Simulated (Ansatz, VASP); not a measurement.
**Two plane-wave programs on Br**

File INCAR:

```
SYSTEM = Br
PREC = Accurate ; ENCUT = 520
EDIFF = 1E-6 ; ISMEAR = 0
SIGMA = 0.005 ; LREAL = .FALSE.
LASPH = .TRUE. ; NELM = 100
ALGO = Normal ; ISIF = 2
LWAVE = .FALSE. ; LCHARG = .FALSE.
GGA = PE ; IVDW = 12
IBRION = 2 ; NSW = 100
EDIFFG = -0.01 ; ISYM = 0
```

The input KPOINTS:

```
regular mesh
0
G
  1 1 1
  0 0 0
```

File POSCAR:

```
Br
1.0
   14.0000000000      0.0000000000      0.0000000000
    0.0000000000     14.5000000000      0.0000000000
    0.0000000000      0.0000000000     15.0000000000
Br
2
Direct
    0.5861061836      0.4994906331      0.5005911223
    0.4138938164      0.5005093669      0.4994088777
```

Input for Ansatz:

```yaml
crystal:
  lattice:
    - [14.0, 0.0, 0.0]
    - [0.0, 14.5, 0.0]
    - [0.0, 0.0, 15.0]
  atoms:
    - { symbol: Br, position: [0.5861061836, 0.4994906331, 0.5005911223] }
    - { symbol: Br, position: [0.4138938164, 0.5005093669, 0.4994088777] }
  symmetry: { detect: false }
basis:
  ecutwfc: 420
kpoints:
  mp_grid: { grid: [1, 1, 1] }
hamiltonian:
  xc: pbe
  dispersion: d3bj
scf:
  occupations: { method: gaussian, width: 0.005 }
output:
  forces: true
  eigenvalues: true
relax:
  adjacent_minimum: "off"
  f_tol: 0.01
  max_steps: 120
```

Alike in both runs: task relaxation of the atoms; functional PBE; dispersion D3(BJ); k mesh 1 × 1 × 1; occupations gaussian, width 0.005 eV; no spin polarisation.

|  | VASP | Ansatz |
| --- | --- | --- |
| version | VASP 6.6.1 | Ansatz 0.2.0 |
| potentials or method | VASP PAW PBE potentials, release 64 (Br), cutoff 520 eV | scalar-relativistic, plane waves, PAW |
| valence electrons in the cell | 14 | 14 |

```tsv
	VASP	Ansatz	Ansatz less VASP
gap on the k mesh at the Fermi level, each at its own relaxed structure (eV)	2.21	2.21	+0.002
```
